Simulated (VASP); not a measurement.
Write the native input for VASP 6.6.1 that does the following.

* Task: single point
* Functional: PBEsol
* Potentials or basis: VASP PAW PBE potentials, release 64 (Ti_sv)
* Cutoff: 520 eV
* k mesh: 12 × 12 × 12
* Occupations: methfessel-paxton, width 0.1 eV
* Spin: no spin polarisation
* Dipole correction: no
* Further INCAR settings: ALGO = Normal; EDIFF = 1e-06; NBANDS = 12

The structure of Ti lies in POSCAR:

```
Ti
1.0
    2.8422950000      0.0000000000      0.0000000000
   -0.9474316370      2.6797414353      0.0000000000
   -0.9474316370     -1.3398706547      2.3207241949
Ti
1
Direct
    0.0000000000      0.0000000000      0.0000000000
```

One way to write it, as run:

INCAR

```
  PREC = Accurate
  ENCUT = 520
  EDIFF = 1E-6
  ISMEAR = 1
  SIGMA = 0.1
  LREAL = False
  LASPH = True
  NELM = 60
  ALGO = Normal
  ISIF = 2
  LWAVE = False
  LCHARG = True
  GGA = PS
  LELF = True
  LVHAR = True
  NBANDS = 12
```

KPOINTS

```
regular mesh
0
Gamma
  12 12 12
```

Potentials or basis: VASP PAW PBE potentials, release 64 (Ti_sv).

Run with:

```console
$ cat potpaw_PBE.64/Ti_sv/POTCAR > POTCAR
$ mpirun -np 1 vasp_std > vasp.out
```

Results of the run:

```yaml
Pressure: -7.2 GPa
Band_gap_on_the_k_mesh: zero (band 6 reaches 8.75 eV, above the bottom of band 7 at 7.18 eV)
```

Caveat: the PAW data sets were made with another functional, which shifts forces and pressure a little.

It took 9.5 s on 1 thread of Intel Xeon 6975P-C (shared host), peak memory 0.15 GiB.
